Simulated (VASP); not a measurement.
# V (P6/mmm) in VASP: a series of runs

Runs on V. Level: LDA. Tasks: single point.

All numbers are computed with VASP 6.6.1; they aren't measurements. Logs are shortened: lines on timing, memory, paths and dates and some standing lists are left out, and cuts for length are marked.

### 1 The cell of the first run

The structure is hexagonal, space group P6/mmm (No. 191). The conventional cell has a = 3.839 Å, b = 3.839 Å, c = 2.058 Å, α = 90.00°, β = 90.00°, γ = 120.00°. Within 2.7 Å of V (site symmetry 6/mmm) lie 14 V at 2.06 to 2.44 Å. V (site symmetry -6m2) has 11 V at 2.06 to 2.44 Å within 2.7 Å.

### 2 Single point, LDA

Input file INCAR:

```
SYSTEM = V
PREC = Accurate
ENCUT = 520
EDIFF = 1E-6
ISMEAR = -1
SIGMA = 0.1
LREAL = .False.
LASPH = .True.
NELM = 100
ALGO = Normal
ISIF = 2
LWAVE = .False.
LCHARG = .True.
GGA = CA
LELF = .True.
LVHAR = .True.
NBANDS = 26
```

Input file KPOINTS:

```
regular mesh
0
Gamma
  10 10 14
  0 0 0
```

Input file POSCAR:

```
V
1.0
    3.8391341000      0.0000000000      0.0000000000
   -1.9195670500      3.3247876591      0.0000000000
    0.0000000000      0.0000000000      2.0584619162
V
3
Direct
    0.0000000000      0.0000000000      0.0000000000
    0.3333333333      0.6666666667      0.5000000000
    0.6666666667      0.3333333333      0.5000000000
```

Potentials or basis: VASP PAW LDA potentials, release 64 (V_sv).

Started as:

```
$ cat potpaw_LDA.64/V_sv/POTCAR > POTCAR
$ mpirun -np 1 vasp_std > vasp.out
```

OUTCAR:

```text
SYSTEM = V
   PREC = Accurate
   ENCUT = 520
   EDIFF = 1E-6
   ISMEAR = -1
   LREAL = .False.
   LASPH = .True.
   NELM = 100
   ISIF = 2
   GGA = CA

 ion  position               nearest neighbor table
   1  0.000  0.000  0.000-   2 2.44   3 2.44   2 2.44   3 2.44   2 2.44   2 2.44   3 2.44   3 2.44
                             3 2.44   3 2.44   2 2.44   2 2.44
   2  0.333  0.667  0.500-   3 2.22   3 2.22   3 2.22   1 2.44   1 2.44   1 2.44   1 2.44   1 2.44
                             1 2.44
   3  0.667  0.333  0.500-   2 2.22   2 2.22   2 2.22   1 2.44   1 2.44   1 2.44   1 2.44   1 2.44
                             1 2.44

  LATTYP: Found a hexagonal cell.
 ALAT       =     3.8391341000
 C/A-ratio  =     0.5361786962

  Lattice vectors:

 A1 = (   3.8391341000,   0.0000000000,   0.0000000000)
 A2 = (  -1.9195670500,   3.3247876591,   0.0000000000)
 A3 = (   0.0000000000,   0.0000000000,   2.0584619162)

Analysis of symmetry for initial positions (statically):
=====================================================================
 Subroutine PRICEL returns:
 Original cell was already a primitive cell.

 Routine SETGRP: Setting up the symmetry group for a
 hexagonal supercell.

 Subroutine GETGRP returns: Found 24 space group operations
 (whereof 24 operations were pure point group operations)
 out of a pool of 24 trial point group operations.

The static configuration has the point symmetry D_6h.

Analysis of symmetry for dynamics (positions and initial velocities):
=====================================================================
 Subroutine PRICEL returns:
 Original cell was already a primitive cell.

 Routine SETGRP: Setting up the symmetry group for a
 hexagonal supercell.

 Subroutine GETGRP returns: Found 24 space group operations
 (whereof 24 operations were pure point group operations)
 out of a pool of 24 trial point group operations.

The dynamic configuration has the point symmetry D_6h.

 Subroutine INISYM returns: Found 24 space group operations
 (whereof 24 operations are pure point group operations),
 and found     1 'primitive' translations

----------------------------------------------------------------------------------------

                                     Primitive cell

  volume of cell :      26.2748

  direct lattice vectors                    reciprocal lattice vectors
     3.839134100  0.000000000  0.000000000     0.260475403  0.150385544  0.000000000
    -1.919567050  3.324787659  0.000000000     0.000000000  0.300771088  0.000000000
     0.000000000  0.000000000  2.058461916     0.000000000  0.000000000  0.485799612

  length of vectors
     3.839134100  3.839134100  2.058461916     0.300771088  0.300771088  0.485799612

  position of ions in fractional coordinates (direct lattice)
     0.000000000  0.000000000  0.000000000
     0.333333333  0.666666667  0.500000000
     0.666666667  0.333333333  0.500000000

  ion indices of the primitive-cell ions
   primitive index   ion index
                 1           1
                 2           2
                 3           3

----------------------------------------------------------------------------------------

 KPOINTS: regular mesh

Automatic generation of k-mesh.
 Grid dimensions read from file:
 generate k-points for:   10   10   14

 Generating k-lattice:

  Cartesian coordinates                     Fractional coordinates (reciprocal lattice)
     0.026047540  0.015038554  0.000000000     0.100000000  0.000000000  0.000000000
     0.000000000  0.030077109  0.000000000     0.000000000  0.100000000  0.000000000
     0.000000000  0.000000000  0.034699972     0.000000000  0.000000000  0.071428571

  Length of vectors
     0.030077109  0.030077109  0.034699972

  Shift w.r.t. Gamma in fractional coordinates (k-lattice)
     0.000000000  0.000000000  0.000000000

 Subroutine IBZKPT returns following result:
 ===========================================

 Found    112 irreducible k-points:

 Following reciprocal coordinates:
            Coordinates               Weight
  0.000000  0.000000  0.000000      1.000000
  0.100000  0.000000  0.000000      6.000000
  0.200000  0.000000  0.000000      6.000000
  0.300000  0.000000  0.000000      6.000000
  0.400000  0.000000  0.000000      6.000000
  0.500000  0.000000  0.000000      3.000000
[... 16 lines left out ...]
  0.300000  0.100000  0.071429     24.000000
  0.400000  0.100000  0.071429     24.000000
 [... further k-points ...]
   k-points           NKPTS =    112   k-points in BZ     NKDIM =    112   number of bands    NBANDS=     26
   number of dos      NEDOS =    301   number of ions     NIONS =      3
   total plane-waves  NPLWV =  14400
   dimension x,y,z NGX =    30 NGY =   30 NGZ =   16
   dimension x,y,z NGXF=    60 NGYF=   60 NGZF=   32
   ions per type =               3
   NGX,Y,Z   is equivalent  to a cutoff of  12.99, 12.99, 12.92 a.u.
   NGXF,Y,Z  is equivalent  to a cutoff of  25.98, 25.98, 25.84 a.u.
 SYSTEM =  V
   PREC   = accura    normal or accurate (medium, high low for compatibility)
   ISTART =      0    job   : 0-new  1-cont  2-samecut
   ICHARG =      2    charge: 1-file 2-atom 10-const
   ISPIN  =      1    spin polarized calculation?
   LNONCOLLINEAR =      F non collinear calculations
   LSORBIT =      F    spin-orbit coupling
   LASPH  =      T    aspherical Exc in radial PAW
   ENCUT  =  520.0 eV  38.22 Ry    6.18 a.u.   7.14  7.14  3.83*2*pi/ulx,y,z
   NELM   =    100;   NELMIN=  2; NELMDL= -5     # of ELM steps
   EDIFF  = 0.1E-05   stopping-criterion for ELM
   LREAL  =      F    real-space projection
   EDIFFG = 0.1E-04   stopping-criterion for IOM
   NSW    =      0    number of steps for IOM
   IBRION =     -1    ionic relax: 0-MD 1-quasi-New 2-CG
   NFREE  =      0    steps in history (QN), initial steepest desc. (CG)
   ISIF   =      2    stress and relaxation
   ISYM   =      2    0-nonsym 1-usesym 2-fastsym
   POTIM  = 0.5000    time-step for ionic-motion
   TEBEG  =    0.0;   TEEND  =   0.0 temperature during run
   PSTRESS=    0.0 pullay stress
   NELECT =      39.0000    total number of electrons
   NUPDOWN=      -1.0000    fix difference up-down
   EMIN   =  10.00;   EMAX   =-10.00  energy-range for DOS
   EFERMI =   0.00;   METHOD = LEGACY
   ISMEAR =    -1;   SIGMA  =   0.10  broadening in eV -4-tet -1-fermi 0-gaus
   EFERMI_NEDOS =   21; number of points for ismear=-14 and -15
   IALGO  =     38    algorithm
   IMIX   =      4    mixing-type and parameters
     AMIX     =   0.40;   BMIX     =  1.00
     AMIX_MAG =   1.60;   BMIX_MAG =  1.00
  volume/ion in A,a.u.               =       8.76        59.10
  Fermi-wavevector in a.u.,A,eV,Ry     =   1.867453  3.528975 47.448697  3.487381
  Thomas-Fermi vector in A             =   2.913927
   LORBIT       =      0    0 simple, 1 ext, 2 COOP (PROOUT), +10 PAW based schemes
   GGA     = CA    functional components
   LHFCALC =     F    Hartree Fock is set to
   AEXX    =    0.0000 exact exchange contribution
   IVDW    =     0    specifies the selected vdW correction
   LEPSILON=     F    determine dielectric tensor
   LRPA    =     F    only Hartree local field effects (RPA)
 non-spin polarized calculation
  energy-cutoff  :      520.00
  volume of cell :       26.27
 maximum number of plane-waves:       728
 NGX is ok and might be reduce to    30
   NGX = 15   NGY = 15   NGZ =  7

 number of electron      38.9999988 magnetization

 Free energy of the ion-electron system (eV)
  ---------------------------------------------------
  ext. energy  EPLUGINS =         0.00000000
  ---------------------------------------------------
  free energy    TOTEN  =       -25.18176345 eV

  energy without entropy =      -25.11185371  energy(sigma->0) =      -25.14680858

 E-fermi :  16.2623     XC(G=0): -15.7567

 val. band max:       16.2522907521   @ k =   0.1000   0.1000   0.0714
 cond. band min:      16.2703218011   @ k =   0.4000   0.0000   0.1429
 fundamental gap:      0.0180310489
 Fermi energy:        16.2623128614

 k-point     1 :       0.0000    0.0000    0.0000
  band No.  band energies     occupation
      1     -47.2367      2.00000
      2     -46.3690      2.00000
      3     -46.2555      2.00000
      4     -21.7989      2.00000
      5     -21.7989      2.00000
      6     -21.4330      2.00000
[... 18 lines left out ...]
     25      19.8626      0.00000
     26      19.8626      0.00000

 k-point     2 :       0.1000    0.0000    0.0000
  band No.  band energies     occupation
      1     -47.2116      2.00000
      2     -46.3802      2.00000
      3     -46.2724      2.00000
      4     -21.9560      2.00000
      5     -21.9091      2.00000
      6     -21.2512      2.00000
[... 18 lines left out ...]
     25      20.2489      0.00000
     26      20.2870      0.00000

 k-point     3 :       0.2000    0.0000    0.0000
  band No.  band energies     occupation
      1     -47.1393      2.00000
      2     -46.4139      2.00000
      3     -46.3189      2.00000
      4     -22.1786      2.00000
      5     -21.9836      2.00000
      6     -20.9559      2.00000
[... 18 lines left out ...]
     25      20.6508      0.00000
     26      20.7692      0.00000

 k-point     4 :       0.3000    0.0000    0.0000
  band No.  band energies     occupation
      1     -47.0276      2.00000
      2     -46.4808      2.00000
      3     -46.3735      2.00000
      4     -22.3580      2.00000
      5     -21.9103      2.00000
      6     -20.6604      2.00000
[... 18 lines left out ...]
     25      21.0393      0.00000
     26      21.2090      0.00000
[... 496 lines left out ...]
      1     -47.0240      2.00000
      2     -46.4083      2.00000
      3     -46.3230      2.00000
      4     -22.1932      2.00000
      5     -21.9891      2.00000
      6     -20.7025      2.00000
[... 18 lines left out ...]
     25      20.8581      0.00000
     26      20.8993      0.00000

 k-point    23 :       0.3000    0.1000    0.0714
  band No.  band energies     occupation
      1     -46.9008      2.00000
      2     -46.4886      2.00000
      3     -46.3746      2.00000
      4     -22.3217      2.00000
      5     -21.8411      2.00000
      6     -20.6744      2.00000
[... 18 lines left out ...]
     25      20.4744      0.00000
     26      21.1856      0.00000

 k-point    24 :       0.4000    0.1000    0.0714
  band No.  band energies     occupation
      1     -46.7615      2.00000
      2     -46.6096      2.00000
      3     -46.3984      2.00000
      4     -22.3907      2.00000
      5     -21.5660      2.00000
      6     -21.1028      2.00000
[... 18 lines left out ...]
     25      19.9930      0.00000
     26      20.9559      0.00000

 [... further k-points ...]
[... 5 lines left out ...]
  --------------------------------------------------------------------------------------
  -------------------------------------------------------------------------------------
  Total       25.1411652     25.1411652     26.1291102      0.0000000      0.0000000      0.0000000
  in kB     1533.0487002   1533.0487001   1593.2912470      0.0000000      0.0000000      0.0000000
  external PRESSURE =    1553.1295491 kB  Pullay stress =       0.0000000 kB

 VOLUME and BASIS-vectors are now :
 -----------------------------------------------------------------------------
  energy-cutoff  :      520.00
  volume of cell :       26.27
      direct lattice vectors                 reciprocal lattice vectors
     3.839134100  0.000000000  0.000000000     0.260475403  0.150385544  0.000000000
    -1.919567050  3.324787659  0.000000000     0.000000000  0.300771088  0.000000000
     0.000000000  0.000000000  2.058461916     0.000000000  0.000000000  0.485799612

 POSITION                                       TOTAL-FORCE (eV/Angst)
 -----------------------------------------------------------------------------------
      0.00000      0.00000      0.00000         0.000000      0.000000      0.000000
     -0.00000      2.21653      1.02923        -0.000000      0.000000      0.000000
      1.91957      1.10826      1.02923         0.000000      0.000000      0.000000
 -----------------------------------------------------------------------------------
    total drift:                               -0.000000      0.000000      0.000000

  FREE ENERGIE OF THE ION-ELECTRON SYSTEM (eV)
  ---------------------------------------------------
  free  energy   TOTEN  =       -25.1817634499 eV

  energy  without entropy=      -25.1118537139  energy(sigma->0) =      -25.14680858
```

It took 41 s on 1 thread of Intel Xeon Platinum 8375C at 2.90GHz (Ice Lake), shared host; peak memory 0.16 GiB.

What came out:

| Quantity | Value |
| --- | --- |
| Free energy | -25.1818 eV |
| Pressure | 155.3 GPa |

### 3 Single point, LDA

Input file INCAR:

```
PREC = Accurate
ENCUT = 520
EDIFF = 1E-6
ISMEAR = -1
SIGMA = 0.1
LREAL = F
LASPH = T
NELM = 80
ALGO = Normal
ISIF = 2
LWAVE = F
LCHARG = F
GGA = CA
NBANDS = 26
```

Input file KPOINTS:

```
Automatic mesh
0
Gamma
  10 10 14
```

Input file POSCAR:

```
V
1.0
    3.8390766184      0.0000000000      0.0000000000
   -1.9195383092      3.3247378786      0.0000000000
    0.0000000000      0.0000000000      2.0591915281
V
3
Direct
    0.0000000000      0.0000000000      0.0000000000
    0.3333333333      0.6666666667      0.5000000000
    0.6666666667      0.3333333333      0.5000000000
```

Potentials or basis: VASP PAW LDA potentials, release 64 (V_sv).

Started as:

```
$ cat potpaw_LDA.64/V_sv/POTCAR > POTCAR
$ mpirun -np 1 vasp_std > vasp.out
```

Run time: 40 s. Hardware: 1 thread of Intel Xeon Platinum 8375C at 2.90GHz (Ice Lake), shared host; peak memory 0.16 GiB.

It converged, with:

```yaml
Free_energy: -25.1903 eV
Pressure: 155.0 GPa
```

Stress tensor (GPa, compression positive):
```
153.13   0.00   0.00
  0.00 153.13   0.00
  0.00   0.00 158.89
```

Levels at points of the mesh, in eV from the Fermi level:
```
           k point  band 15  band 16  band 17  band 18  band 19  band 20  band 21  band 22  band 23  band 24
(0.00, 0.00, 0.00)    -1.71    -1.70    -1.70    -1.67    -1.67    -1.59     0.39     0.39     3.58     3.58
(0.50, 0.00, 0.00)    -3.45    -2.86    -2.58    -2.46    -1.84    -1.50     2.50     3.17     3.76     3.85
(0.00, 0.00, 0.50)    -4.38    -4.38    -1.23    -0.56    -0.56    -0.05     1.40     1.40     4.05     4.05
(0.50, 0.00, 0.50)    -4.31    -3.83    -1.95    -1.33    -1.30     1.00     1.01     2.74     3.62     3.65
```
